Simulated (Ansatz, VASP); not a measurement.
# Ir in VASP and in Ansatz

```
Ir
1.0
     0.00000    2.26244    1.42353
     2.26244    0.00000    1.42353
     2.26244    2.26244    0.00000
Ir
1
Direct
  0.00000 0.00000 0.00000
```

Alike in both runs: task single point; functional LDA; k mesh 22 × 22 × 22; occupations gaussian, width 0.15 eV; no spin polarisation.

|  | VASP | Ansatz |
| --- | --- | --- |
| version | VASP 6.6.1 | Ansatz 0.2.0 |
| potentials or method | VASP PAW LDA potentials, release 64 (Ir_sv_GW), cutoff 560 eV | scalar-relativistic, plane waves, PAW |
| valence electrons in the cell | 17 | 17 |

Ansatz gave:

```
gap on the k mesh at the Fermi level (eV)                     : none
pressure (GPa)                                                : -8.5
traceless stress, the component that is largest in VASP (GPa) : -23.10
```

Problem. Which values does VASP return?

Solution. gap on the k mesh at the Fermi level (eV): none; pressure (GPa): -9.0; traceless stress, the component that is largest in VASP (GPa): -22.78.

Ansatz warns that its potentials were made for another functional, while VASP's fit it. LDA's correlation is that of Perdew and Zunger in VASP and of Perdew and Wang (1992) in Ansatz. A gap of «none» marks a metal or a gap that the smearing closes.

Neither program's run includes spin-orbit coupling.
